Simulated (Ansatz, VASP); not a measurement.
**One calculation of Sb, two programs**

File INCAR:

```
ALGO     = Normal         # electronic algorithm
DIPOL    = 0.5 0.5 0.388
EDIFF    = 1E-6           # SCF threshold, eV
ENCUT    = 400            # plane-wave cutoff, eV
GGA      = PE             # functional
GGA_COMPAT= False        
IDIPOL   = 3            
ISIF     = 2              # what is computed and relaxed
ISMEAR   = 0              # smearing method
IVDW     = 12             # dispersion correction
LASPH    = True           # aspherical terms in the spheres
LCHARG   = False          # write CHGCAR
LDIPOL   = True         
LREAL    = False          # projectors in reciprocal space
LWAVE    = False          # write WAVECAR
NBANDS   = 38             # bands
NELM     = 120            # most SCF steps
NELMDL   = -8           
PREC     = Accurate       # precision mode
SIGMA    = 0.05           # smearing width, eV
```

File KPOINTS:

```
k-points
0
Gamma
  9 9 1
```

File POSCAR:

```
Sb
1.0
    4.0686848921      0.0000000000      0.0000000000
   -2.0343424461      3.5235844766      0.0000000000
    0.0000000000      0.0000000000     20.8000277116
Sb
4
Direct
    0.3333333333      0.6666666667      0.2956733491
    0.6666666667      0.3333333333      0.2163458656
    0.4444444444      1.2222222222      0.5600967399
    0.7777777778      0.8888888889      0.4807692564
```

Input for Ansatz:

```yaml
crystal:
  lattice:
    - [4.0686848921, 0.0, 0.0]
    - [-2.0343424461, 3.5235844766, 0.0]
    - [0.0, 0.0, 20.8000277116]
  atoms:
    - { symbol: Sb, position: [0.3333333333, 0.6666666667, 0.2956733491] }
    - { symbol: Sb, position: [0.6666666667, 0.3333333333, 0.2163458656] }
    - { symbol: Sb, position: [0.4444444444, 1.2222222222, 0.5600967399] }
    - { symbol: Sb, position: [0.7777777778, 0.8888888889, 0.4807692564] }
basis:
  ecutwfc: 420
kpoints:
  mp_grid: { grid: [9, 9, 1] }
hamiltonian:
  xc: pbe
  dispersion: d3bj
scf:
  occupations: { method: gaussian, width: 0.05 }
output:
  forces: true
  eigenvalues: true
efield:
  axis: 3
  dipole_correction: true
  ramp_width: 0.04
```

Alike in both runs: task single point; functional PBE; dispersion D3(BJ); k mesh 9 × 9 × 1; occupations gaussian, width 0.05 eV; no spin polarisation.

|  | VASP | Ansatz |
| --- | --- | --- |
| version | VASP 6.6.1 | Ansatz 0.2.0 |
| potentials or method | VASP PAW PBE potentials, release 64 (Sb_d_GW), cutoff 400 eV | scalar-relativistic, plane waves, PAW |
| valence electrons in the cell | 60 | 60 |

VASP gave:

* gap on the k mesh at the Fermi level (eV): 0.88
* least direct gap on the mesh (eV): 1.52
* rms of the force components (eV/Å): 0.034

Question: Estimate Ansatz's values.

Answer: gap on the k mesh at the Fermi level (eV): 0.88; least direct gap on the mesh (eV): 1.51; rms of the force components (eV/Å): 0.034.

Atom by atom the forces differ by 0.000 eV/Å (rms over components).

Spin-orbit coupling is off throughout.
